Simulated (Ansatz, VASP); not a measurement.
# Cl: VASP beside Ansatz

```xyz
2
Lattice="0.0000 2.9067 2.9067 2.9067 0.0000 2.9067 2.9067 2.9067 0.0000" Properties=species:S:1:pos:R:3 pbc="T T T"
Cl   -0.7267   -0.7267   -0.7267
Cl    0.7267    0.7267    0.7267
```

Change from the starting cell: volume scaled by 0.78, PAW files.

Alike in both runs: task single point; functional PBEsol; k mesh 12 × 12 × 12; occupations fermi-dirac, width 0.1 eV; no spin polarisation.

```csv
,VASP,Ansatz
version,VASP 6.6.1,Ansatz 0.2.0
potentials or method,"VASP PAW PBE potentials, release 64 (Cl)","PAW with Ansatz's default frozen-core files, scalar-relativistic"
plane-wave cutoff (eV),520,420
valence electrons in the cell,14,14
```

```tsv
	VASP	Ansatz	Ansatz less VASP
pressure (GPa)	9.4	9.4	+0.02
```

VASP's potentials were made for PBE, not for PBEsol. The functional is the same, so the differences come from potentials, cutoffs and numerics.
